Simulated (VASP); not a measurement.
# Lu (Im-3m) in VASP: single point with LDA

Aim: the single point of Lu with LDA.

Everything below comes from runs of VASP 6.6.1. Logs are shortened: lines on timing, memory, paths and dates and some standing lists are left out, and cuts for length are marked.

**1. The cell of the first run**

Symmetry: Im-3m, No. 229, cubic system. Conventional cell: a = 3.908 Å, b = 3.908 Å, c = 3.908 Å, α = 90.00°, β = 90.00°, γ = 90.00°. Lu (site symmetry m-3m) has 14 Lu at 3.38 to 3.91 Å within 4.4 Å.

This isn't the form of Lu at room conditions, which is hcp.

**2. Single point, LDA, collinear spin**

File INCAR:

```
SYSTEM = Lu
  PREC = Accurate
  ENCUT = 520
  EDIFF = 1E-6
  ISMEAR = 0
  SIGMA = 0.05
  LREAL = .False.
  LASPH = .True.
  NELM = 150
  ALGO = Normal
  ISIF = 2
  LWAVE = .False.
  LCHARG = .False.
  ISPIN = 2
  MAGMOM = 1
  LORBIT = 11
  GGA = CA
  NBANDS = 22
```

File KPOINTS:

```
regular mesh
0
Gamma
  14 14 14
  0 0 0
```

File POSCAR:

```
Lu
1.0
   -1.9541071100      1.9541071100      1.9541071100
    1.9541071100     -1.9541071100      1.9541071100
    1.9541071100      1.9541071100     -1.9541071100
Lu
1
Direct
    0.0000000000      0.0000000000      0.0000000000
```

Potentials or basis: VASP PAW PBE potentials, release 64 (Lu).

Command:

```
> cat potpaw_PBE.64/Lu/POTCAR > POTCAR
> mpirun -np 1 vasp_std > vasp.out
```

OUTCAR:

```text
SYSTEM = Lu
   PREC = Accurate
   ENCUT = 520
   EDIFF = 1E-6
   ISMEAR = 0
   LREAL = .False.
   LASPH = .True.
   NELM = 150
   ISIF = 2
   ISPIN = 2
   LORBIT = 11
   GGA = CA

 ion  position               nearest neighbor table
   1  0.000  0.000  0.000-

  LATTYP: Found a body centered cubic cell.
 ALAT       =     3.9082142200

  Lattice vectors:

 A1 = (  -1.9541071100,   1.9541071100,   1.9541071100)
 A2 = (   1.9541071100,  -1.9541071100,   1.9541071100)
 A3 = (   1.9541071100,   1.9541071100,  -1.9541071100)

Analysis of symmetry for initial positions (statically):
=====================================================================
 Subroutine PRICEL returns:
 Original cell was already a primitive cell.

 Routine SETGRP: Setting up the symmetry group for a
 body centered cubic supercell.

 Subroutine GETGRP returns: Found 48 space group operations
 (whereof 48 operations were pure point group operations)
 out of a pool of 48 trial point group operations.

The static configuration has the point symmetry O_h .

Analysis of symmetry for dynamics (positions and initial velocities):
=====================================================================
 Subroutine PRICEL returns:
 Original cell was already a primitive cell.

 Routine SETGRP: Setting up the symmetry group for a
 body centered cubic supercell.

 Subroutine GETGRP returns: Found 48 space group operations
 (whereof 48 operations were pure point group operations)
 out of a pool of 48 trial point group operations.

The dynamic configuration has the point symmetry O_h .

Analysis of structural, dynamic, and magnetic symmetry:
=====================================================================
 Subroutine PRICEL returns:
 Original cell was already a primitive cell.

 Routine SETGRP: Setting up the symmetry group for a
 body centered cubic supercell.

 Subroutine GETGRP returns: Found 48 space group operations
 (whereof 48 operations were pure point group operations)
 out of a pool of 48 trial point group operations.

The overall configuration has the point symmetry O_h .

 Subroutine INISYM returns: Found 48 space group operations
 (whereof 48 operations are pure point group operations),
 and found     1 'primitive' translations

----------------------------------------------------------------------------------------

                                     Primitive cell

  volume of cell :      29.8473

  direct lattice vectors                    reciprocal lattice vectors
    -1.954107110  1.954107110  1.954107110     0.000000000  0.255871338  0.255871338
     1.954107110 -1.954107110  1.954107110     0.255871338  0.000000000  0.255871338
     1.954107110  1.954107110 -1.954107110     0.255871338  0.255871338  0.000000000

  length of vectors
     3.384612798  3.384612798  3.384612798     0.361856716  0.361856716  0.361856716

  position of ions in fractional coordinates (direct lattice)
     0.000000000  0.000000000  0.000000000

  ion indices of the primitive-cell ions
   primitive index   ion index
                 1           1

----------------------------------------------------------------------------------------

 KPOINTS: regular mesh

Automatic generation of k-mesh.
 Grid dimensions read from file:
 generate k-points for:   14   14   14

 Generating k-lattice:

  Cartesian coordinates                     Fractional coordinates (reciprocal lattice)
     0.000000000  0.018276524  0.018276524     0.071428571  0.000000000  0.000000000
     0.018276524  0.000000000  0.018276524     0.000000000  0.071428571  0.000000000
     0.018276524  0.018276524  0.000000000     0.000000000  0.000000000  0.071428571

  Length of vectors
     0.025846908  0.025846908  0.025846908

  Shift w.r.t. Gamma in fractional coordinates (k-lattice)
     0.000000000  0.000000000  0.000000000

 Subroutine IBZKPT returns following result:
 ===========================================

 Found    104 irreducible k-points:

 Following reciprocal coordinates:
            Coordinates               Weight
  0.000000  0.000000  0.000000      1.000000
  0.071429  0.000000  0.000000     12.000000
  0.142857  0.000000  0.000000     12.000000
  0.214286  0.000000  0.000000     12.000000
  0.285714  0.000000  0.000000     12.000000
  0.357143  0.000000  0.000000     12.000000
[... 16 lines left out ...]
  0.285714  0.285714  0.000000     24.000000
  0.357143  0.285714  0.000000     24.000000
 [... further k-points ...]
   k-points           NKPTS =    104   k-points in BZ     NKDIM =    104   number of bands    NBANDS=     22
   number of dos      NEDOS =    301   number of ions     NIONS =      1
   total plane-waves  NPLWV =  21952
   dimension x,y,z NGX =    28 NGY =   28 NGZ =   28
   dimension x,y,z NGXF=    56 NGYF=   56 NGZF=   56
   ions per type =               1
   NGX,Y,Z   is equivalent  to a cutoff of  13.75, 13.75, 13.75 a.u.
   NGXF,Y,Z  is equivalent  to a cutoff of  27.51, 27.51, 27.51 a.u.
 SYSTEM =  Lu
   PREC   = accura    normal or accurate (medium, high low for compatibility)
   ISTART =      0    job   : 0-new  1-cont  2-samecut
   ICHARG =      2    charge: 1-file 2-atom 10-const
   ISPIN  =      2    spin polarized calculation?
   LNONCOLLINEAR =      F non collinear calculations
   LSORBIT =      F    spin-orbit coupling
   LASPH  =      T    aspherical Exc in radial PAW
   ENCUT  =  520.0 eV  38.22 Ry    6.18 a.u.   6.29  6.29  6.29*2*pi/ulx,y,z
   NELM   =    150;   NELMIN=  2; NELMDL= -5     # of ELM steps
   EDIFF  = 0.1E-05   stopping-criterion for ELM
   LREAL  =      F    real-space projection
   EDIFFG = 0.1E-04   stopping-criterion for IOM
   NSW    =      0    number of steps for IOM
   IBRION =     -1    ionic relax: 0-MD 1-quasi-New 2-CG
   NFREE  =      0    steps in history (QN), initial steepest desc. (CG)
   ISIF   =      2    stress and relaxation
   ISYM   =      2    0-nonsym 1-usesym 2-fastsym
   POTIM  = 0.5000    time-step for ionic-motion
   TEBEG  =    0.0;   TEEND  =   0.0 temperature during run
   PSTRESS=    0.0 pullay stress
   NELECT =      25.0000    total number of electrons
   NUPDOWN=      -1.0000    fix difference up-down
   EMIN   =  10.00;   EMAX   =-10.00  energy-range for DOS
   EFERMI =   0.00;   METHOD = LEGACY
   ISMEAR =     0;   SIGMA  =   0.05  broadening in eV -4-tet -1-fermi 0-gaus
   EFERMI_NEDOS =   21; number of points for ismear=-14 and -15
   IALGO  =     38    algorithm
   IMIX   =      4    mixing-type and parameters
     AMIX     =   0.40;   BMIX     =  1.00
     AMIX_MAG =   1.60;   BMIX_MAG =  1.00
  volume/ion in A,a.u.               =      29.85       201.42
  Fermi-wavevector in a.u.,A,eV,Ry     =   1.543191  2.916209 32.401456  2.381440
  Thomas-Fermi vector in A             =   2.648889
   LORBIT       =     11    0 simple, 1 ext, 2 COOP (PROOUT), +10 PAW based schemes
   GGA     = CA    functional components
   LHFCALC =     F    Hartree Fock is set to
   AEXX    =    0.0000 exact exchange contribution
   IVDW    =     0    specifies the selected vdW correction
   LEPSILON=     F    determine dielectric tensor
   LRPA    =     F    only Hartree local field effects (RPA)
 spin polarized calculation
 Gauss-broadening in eV      SIGMA  =   0.05
  energy-cutoff  :      520.00
  volume of cell :       29.85
 maximum number of plane-waves:       820
 NGX is ok and might be reduce to    28
   NGX = 13   NGY = 13   NGZ = 13

 number of electron      24.9999996 magnetization      -0.0791882

 number of electron      24.9999996 magnetization       0.0000641

 Free energy of the ion-electron system (eV)
  ---------------------------------------------------
  ext. energy  EPLUGINS =         0.00000000
  ---------------------------------------------------
  free energy    TOTEN  =        -4.96904302 eV

  energy without entropy =       -4.96638201  energy(sigma->0) =       -4.96771252

 E-fermi :   1.9786     XC(G=0): -10.8634

 val. band max:        1.9652070917   @ k =  -0.3571   0.3571   0.2143
 cond. band min:       1.9872249005   @ k =   0.2143   0.1429   0.1429
 fundamental gap:      0.0220178088
 Fermi energy:         1.9786117673

 spin component 1

 k-point     1 :       0.0000    0.0000    0.0000
  band No.  band energies     occupation
      1     -54.1910      1.00000
      2     -24.8071      1.00000
      3     -24.8071      1.00000
      4     -24.8071      1.00000
      5      -4.0742      1.00000
      6      -3.2930      1.00000
[... 14 lines left out ...]
     21      21.1294      0.00000
     22      21.1316      0.00000

 k-point     2 :       0.0714    0.0000    0.0000
  band No.  band energies     occupation
      1     -54.1895      1.00000
      2     -24.8314      1.00000
      3     -24.8149      1.00000
      4     -24.8071      1.00000
      5      -3.9275      1.00000
      6      -3.2917      1.00000
[... 14 lines left out ...]
     21      19.2549      0.00000
     22      19.6208      0.00000

 k-point     3 :       0.1429    0.0000    0.0000
  band No.  band energies     occupation
      1     -54.1854      1.00000
      2     -24.8990      1.00000
      3     -24.8368      1.00000
      4     -24.8072      1.00000
      5      -3.5025      1.00000
      6      -3.2884      1.00000
[... 14 lines left out ...]
     21      17.8037      0.00000
     22      17.9547      0.00000
[... 476 lines left out ...]
 k-point    23 :       0.2857    0.2857    0.0000
  band No.  band energies     occupation
      1     -54.1586      1.00000
      2     -25.1833      1.00000
      3     -25.0586      1.00000
      4     -24.8626      1.00000
      5      -3.2805      1.00000
      6      -3.2618      1.00000
[... 14 lines left out ...]
     21      17.6810      0.00000
     22      18.9135      0.00000

 k-point    24 :       0.3571    0.2857    0.0000
  band No.  band energies     occupation
      1     -54.1576      1.00000
      2     -25.1651      1.00000
      3     -25.0935      1.00000
      4     -24.8652      1.00000
      5      -3.2819      1.00000
      6      -3.2608      1.00000
[... 14 lines left out ...]
     21      18.0719      0.00000
     22      18.1838      0.00000

 [... further k-points ...]

 spin component 2

 k-point     1 :       0.0000    0.0000    0.0000
  band No.  band energies     occupation
      1     -54.1911      1.00000
      2     -24.8071      1.00000
      3     -24.8071      1.00000
      4     -24.8071      1.00000
      5      -4.0742      1.00000
      6      -3.2931      1.00000
[... 14 lines left out ...]
     21      21.1291      0.00000
     22      21.1296      0.00000

 k-point     2 :       0.0714    0.0000    0.0000
  band No.  band energies     occupation
      1     -54.1896      1.00000
      2     -24.8314      1.00000
      3     -24.8149      1.00000
      4     -24.8071      1.00000
      5      -3.9276      1.00000
      6      -3.2919      1.00000
[... 14 lines left out ...]
     21      19.2550      0.00000
     22      19.6208      0.00000

 k-point     3 :       0.1429    0.0000    0.0000
  band No.  band energies     occupation
      1     -54.1855      1.00000
      2     -24.8990      1.00000
      3     -24.8368      1.00000
      4     -24.8072      1.00000
      5      -3.5025      1.00000
      6      -3.2886      1.00000
[... 14 lines left out ...]
     21      17.8038      0.00000
     22      17.9547      0.00000
[... 476 lines left out ...]
 k-point    23 :       0.2857    0.2857    0.0000
  band No.  band energies     occupation
      1     -54.1586      1.00000
      2     -25.1833      1.00000
      3     -25.0586      1.00000
      4     -24.8627      1.00000
      5      -3.2807      1.00000
      6      -3.2620      1.00000
[... 14 lines left out ...]
     21      17.6811      0.00000
     22      18.9135      0.00000

 k-point    24 :       0.3571    0.2857    0.0000
  band No.  band energies     occupation
      1     -54.1577      1.00000
      2     -25.1651      1.00000
      3     -25.0935      1.00000
      4     -24.8652      1.00000
      5      -3.2820      1.00000
      6      -3.2610      1.00000
[... 14 lines left out ...]
     21      18.0720      0.00000
     22      18.1839      0.00000

 [... further k-points ...]

------------------------ aborting loop because EDIFF is reached ----------------------------------------

  FORCE on cell =-STRESS in cart. coord.  units (eV):
  Direction    XX          YY          ZZ          XY          YZ          ZX
  --------------------------------------------------------------------------------------
  -------------------------------------------------------------------------------------
  Total       -1.0053183     -1.0053183     -1.0053183      0.0000000     -0.0000000      0.0000000
  in kB      -53.9646165    -53.9646165    -53.9646165      0.0000000     -0.0000000      0.0000000
  external PRESSURE =     -53.9646165 kB  Pullay stress =       0.0000000 kB

 VOLUME and BASIS-vectors are now :
 -----------------------------------------------------------------------------
  energy-cutoff  :      520.00
  volume of cell :       29.85
      direct lattice vectors                 reciprocal lattice vectors
    -1.954107110  1.954107110  1.954107110     0.000000000  0.255871338  0.255871338
     1.954107110 -1.954107110  1.954107110     0.255871338  0.000000000  0.255871338
     1.954107110  1.954107110 -1.954107110     0.255871338  0.255871338  0.000000000

 POSITION                                       TOTAL-FORCE (eV/Angst)
 -----------------------------------------------------------------------------------
      0.00000      0.00000      0.00000        -0.000000      0.000000     -0.000000
 -----------------------------------------------------------------------------------
    total drift:                               -0.000000     -0.000000     -0.000000

  FREE ENERGIE OF THE ION-ELECTRON SYSTEM (eV)
  ---------------------------------------------------
  free  energy   TOTEN  =        -4.9690430185 eV

  energy  without entropy=       -4.9663820145  energy(sigma->0) =       -4.96771252

 total charge

# of ion       s       p       d       f       tot
--------------------------------------------------
    1        2.353   6.045   0.781  13.956  23.136

 magnetization (x)

# of ion       s       p       d       f       tot
--------------------------------------------------
    1        0.000   0.000   0.000  -0.000   0.000
```

It took 1.9 min on 1 thread of Intel Xeon Platinum 8259CL at 2.50GHz (Skylake/Cascade Lake), shared host; peak memory 0.24 GiB.

What came out:

| Quantity | Value |
| --- | --- |
| Free energy | -4.9690 eV |
| Pressure | -5.4 GPa |
| Net moment | 0.00 μB per cell |
| Valence electrons inside the program's atomic spheres | Lu 23.14 |

Caveat: the cell stands under tension; the PAW data sets were made with another functional, which shifts forces and pressure a little; spin-orbit coupling is left out, which moves the levels of the heavy elements.
